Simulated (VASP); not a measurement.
# WSe2: electric field gradients with PBE

Crystal: WSe2.

```xyz
6
Lattice="3.2900 0.0000 0.0000 -1.6450 2.8492 0.0000 0.0000 0.0000 13.3591" Properties=species:S:1:pos:R:3 pbc="T T T"
W     0.0000    1.8995    3.3398
W     1.6450    0.9497   10.0193
Se    0.0000    1.8995    8.2960
Se    1.6450    0.9497    1.6165
Se    0.0000    1.8995   11.7426
Se    1.6450    0.9497    5.0631
```

This cell differs from its parent crystal: zz strain of +3 %.

```
Program                : VASP 6.6.1
Task                   : electric field gradients
Functional             : PBE
Potentials or basis    : VASP PAW PBE potentials, release 64 (W_sv, Se)
Cutoff                 : 520 eV
k mesh                 : 11 × 11 × 3
Occupations            : fermi-dirac, width 0.08 eV
Spin                   : no spin polarisation
Dipole correction      : no
Further INCAR settings : ALGO = Normal; EDIFF = 1e-08; NBANDS = 35
```

* Pressure: -0.5 GPa
* Largest force: 0.582 eV/Å
* Band gap on the k mesh: 1.04 eV, indirect (least direct gap 1.81 eV)

Forces in eV/Å, atoms in the order of the input:
```
W    0.000  0.000  0.000
W    0.000  0.000  0.000
Se   0.000  0.000  0.582
Se   0.000  0.000  0.582
Se   0.000  0.000 -0.582
Se   0.000  0.000 -0.582
```

Stress tensor (GPa, compression positive):
```
 0.80  0.00  0.00
 0.00  0.80  0.00
 0.00  0.00 -3.20
```

Levels at points of the mesh, in eV from the valence-band top:
```csv
k point,band 24,band 25,band 26,band 27,band 28,band 29
"(0.00, 0.00, 0.00)",-1.10,-1.02,0.00,2.82,2.82,2.84
```

Electric field gradients, principal values (V/Å²):
```tsv
atom	least	middle	greatest (by size)
1 W	64.087	64.088	-128.175
2 W	64.087	64.088	-128.175
3 Se	28.553	28.554	-57.107
4 Se	28.553	28.554	-57.107
5 Se	28.553	28.554	-57.107
6 Se	28.553	28.554	-57.107
```

Run time: 90 s on 1 thread of Intel(R) Xeon(R) Platinum 8559C (Emerald Rapids), with other jobs on the host, peak memory 0.29 GiB.

Caveat: the cell differs from its parent crystal (zz strain of +3 %); without QUAD_EFG the Cq values of the log hold for a quadrupole moment of 1 mb, not for the nuclei; spin-orbit coupling is left out, which moves the levels of the heavy elements; this functional lacks dispersion, which binds the layers, so the pressure and a relaxed spacing across them are unreliable. A k mesh can miss the band edges.
